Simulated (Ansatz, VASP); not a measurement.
# NiO: VASP beside Ansatz

```
Ni O
1.0
     0.00000    2.08590    2.08590
     2.08590    0.00000    2.08590
     2.08590    2.08590    0.00000
Ni O
1 1
Cartesian
  0.0000 0.0000 0.0000
  2.0859 2.0859 2.0859
```

Alike in both runs: functional r2SCAN; k mesh 6 × 6 × 6; occupations fermi-dirac, width 0.05 eV; collinear spin.

|  | VASP | Ansatz |
| --- | --- | --- |
| version | VASP 6.6.1 | Ansatz 0.2.0 |
| potentials or method | VASP PAW PBE potentials, release 64 (Ni_sv_GW, O) | Ansatz PAW |
| plane-wave cutoff (eV) | 770 | 500 |
| valence electrons in the cell | 24 | 24 |
| task | single point | projected density of states |

Ansatz gave:

- gap on the k mesh at the Fermi level (eV): 0.78
- least direct gap on the mesh (eV): 1.86
- pressure (GPa): 2.7
- net moment per atom (μB): 1.00
- size of the moment on the site where the two differ most (μB): 1.67

Q: Estimate VASP's values.

A: gap on the k mesh at the Fermi level (eV): 0.81; least direct gap on the mesh (eV): 1.89; pressure (GPa): 2.2; net moment per atom (μB): 1.00; size of the moment on the site where the two differ most (μB): 1.70.

VASP's potentials were made for PBE, not for r2SCAN. Site moments also hang on the region over which each program counts them. The functional is the same, so the differences come from potentials, cutoffs and numerics.

The k mesh is coarse, so the values compare programs but aren't converged. Noted on Ansatz's run: the magnetic or orbital state may not be the lowest.
